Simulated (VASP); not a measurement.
The system is HfZr2S6.

```
Zr Hf S
1.0
     6.20107    0.00000    0.00000
    -3.10053    5.37028    0.00000
     0.00000    0.00000    5.85910
Zr Hf S
2 1 6
Direct
  0.66667 0.33333 0.00000
  0.33333 0.66667 0.00000
  0.00000 0.00000 0.00000
  0.33333 0.33333 0.76209
  0.00000 0.66667 0.76209
  0.66667 0.00000 0.76209
  0.00000 0.33333 0.23791
  0.66667 0.66667 0.23791
  0.33333 0.00000 0.23791
```

* Program: VASP 6.6.1
* Task: relaxation of cell and atoms
* Functional: PBE
* Potentials or basis: VASP PAW PBE potentials, release 64 (Zr_sv, Hf_pv, S)
* Cutoff: 600 eV
* k mesh: 3 × 3 × 4
* Occupations: gaussian, width 0.1 eV
* Spin: no spin polarisation

At the start: pressure 9.5 GPa; volume 21.68 Å³/atom.

Question: Where does the relaxation end?

Answer: Over 17 steps the energy falls by 61.4 meV/atom and the volume is 25.22 Å³/atom (+16.3 %); space group P-31m (No. 162, to 0.1 Å) before and after.

The path:
```tsv
step	energy change (eV)	largest force (eV/Å)	pressure (GPa)	volume (Å³)
1	0.0000	1.1600	9.47	195.12
2	0.3839	1.4459	-8.91	233.58
3	-0.4902	0.1973	-0.14	210.39
4	-0.4907	0.1798	0.07	209.97
5	-0.4905	0.1692	0.23	209.67
6	-0.4992	0.1132	0.24	210.22
7	-0.5080	0.1077	0.28	211.42
8	-0.5144	0.1323	-0.12	213.30
9	-0.5187	0.2024	-0.91	217.29
10	-0.5200	0.1983	-0.90	217.51
11	-0.5235	0.1846	-0.86	218.18
12	-0.5298	0.1588	-0.79	219.51
13	-0.5391	0.1149	-0.63	222.16
14	-0.5459	0.1189	-0.24	227.48
15	-0.5487	0.0975	-0.04	227.10
16	-0.5508	0.0749	0.35	226.38
17	-0.5527	0.0166	0.13	226.96
```

Final structure:
```
Zr Hf S
1.0
     6.35526    0.00000    0.00000
    -3.17763    5.50381    0.00000
     0.00000    0.00000    6.48849
Zr Hf S
2 1 6
Direct
  0.66667 0.33333 0.00000
  0.33333 0.66667 0.00000
  0.00000 0.00000 0.00000
  0.33075 0.33075 0.77697
  0.00000 0.66925 0.77697
  0.66925 0.00000 0.77697
  0.00000 0.33075 0.22303
  0.66925 0.66925 0.22303
  0.33075 0.00000 0.22303
```

Caveat: the volume moved by over 15 % at a fixed basis, so the end points are rough; this functional lacks dispersion, which binds the layers, so the pressure and a relaxed spacing across them are unreliable.
